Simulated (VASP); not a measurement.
The system is LiF.

```
CELL_PARAMETERS angstrom
2.06160 0.00000 0.00000
0.00000 2.06160 0.00000
0.00000 0.00000 2.06160
ATOMIC_POSITIONS crystal
Li 0.00000 0.00000 0.00000
F 0.50000 0.50000 0.50000
```

```yaml
Program: VASP 6.6.1
Task: relaxation of cell and atoms
Functional: PBE
Potentials_or_basis: VASP PAW PBE potentials, release 64 (Li_sv, F)
Cutoff: 600 eV
k_mesh: 12 × 12 × 12
Occupations: fermi-dirac, width 0.02 eV
Spin: no spin polarisation
```

At the start: pressure 176.1 GPa; volume 4.38 Å³/atom.

Task: How do energy, volume and symmetry change on relaxing?

Result: Over 4 steps the energy falls by 1166.7 meV/atom and the volume is 7.51 Å³/atom (+71.4 %); space group Pm-3m (No. 221, to 0.05 Å).

Step by step:
```csv
step,energy change (eV),largest force (eV/Å),pressure (GPa),volume (Å³)
1,0.0000,0.0000,176.15,8.76
2,-2.2740,0.0000,-13.30,16.40
3,-2.3276,0.0000,4.55,14.61
4,-2.3333,0.0000,0.00,15.02
```

Final structure:
```
Li F
1.0
     2.46715    0.00000    0.00000
     0.00000    2.46715    0.00000
     0.00000    0.00000    2.46715
Li F
1 1
Cartesian
  0.0000 0.0000 0.0000
  1.2336 1.2336 1.2336
```

Caveat: the cutoff is under 1.25 times the usual one of these potentials, so pressure, stress and relaxed cells hold a basis-set (Pulay) error; the volume moved by over 15 % at a fixed basis, so the end points are rough.
